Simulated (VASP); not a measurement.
Wanted: the native input for a VASP 6.6.1 run.

```
Task                   : single point
Functional             : PBE
Dispersion             : D3(BJ)
Potentials or basis    : VASP PAW PBE potentials, release 64 (W_sv, Se)
Cutoff                 : 520 eV
k mesh                 : 9 × 9 × 2
Occupations            : gaussian, width 0.02 eV
Spin                   : no spin polarisation
Dipole correction      : no
Further INCAR settings : ALGO = Normal; EDIFF = 1e-06; NBANDS = 35
```

The structure of WSe2 lies in POSCAR:

```
WSe2
1.0
    3.2606899907      0.0000000000      0.0000000000
   -1.6303449953      2.8238403658      0.0000000000
    0.0000000000      0.0000000000     12.5526019181
W Se
2 4
Direct
    0.6666666667      0.3333333333      0.2500108211
    0.3333333333      0.6666666667      0.7499891789
    0.3333333333      0.6666666667      0.3843686753
    0.6666666667      0.3333333333      0.8843472903
    0.3333333333      0.6666666667      0.1156527097
    0.6666666667      0.3333333333      0.6156313247
```

One way to write it, as run:

INCAR

```
SYSTEM = WSe2
ALGO     = Normal         ! electronic algorithm
EDIFF    = 1E-6           ! SCF threshold, eV
ENCUT    = 520            ! plane-wave cutoff, eV
GGA      = PE             ! functional
ISIF     = 2              ! what is computed and relaxed
ISMEAR   = 0              ! smearing method
IVDW     = 12             ! dispersion correction
LASPH    = .True.         ! aspherical terms in the spheres
LCHARG   = .False.        ! write CHGCAR
LREAL    = .False.        ! projectors in reciprocal space
LWAVE    = .False.        ! write WAVECAR
NBANDS   = 35             ! bands
NELM     = 80             ! most SCF steps
PREC     = Accurate       ! precision mode
SIGMA    = 0.02           ! smearing width, eV
```

KPOINTS

```
k-points
0
Gamma
  9 9 2
  0 0 0
```

Potentials or basis: VASP PAW PBE potentials, release 64 (W_sv, Se).

Command:

```bash
$ cat potpaw_PBE.64/W_sv/POTCAR potpaw_PBE.64/Se/POTCAR > POTCAR
$ mpirun -np 1 vasp_std > vasp.out
```

Results of the run:

```yaml
Pressure: 2.1 GPa
Largest_force: 0.050 eV/Å
Band_gap_on_the_k_mesh: 0.90 eV (least direct gap 1.60 eV)
Dispersion_energy_per_atom: -0.491 eV
```

Caveat: spin-orbit coupling is left out, which moves the levels of the heavy elements.

Wall time 2.2 min on 1 thread of Intel Xeon 8259CL, with other jobs on the host, peak memory 0.28 GiB.
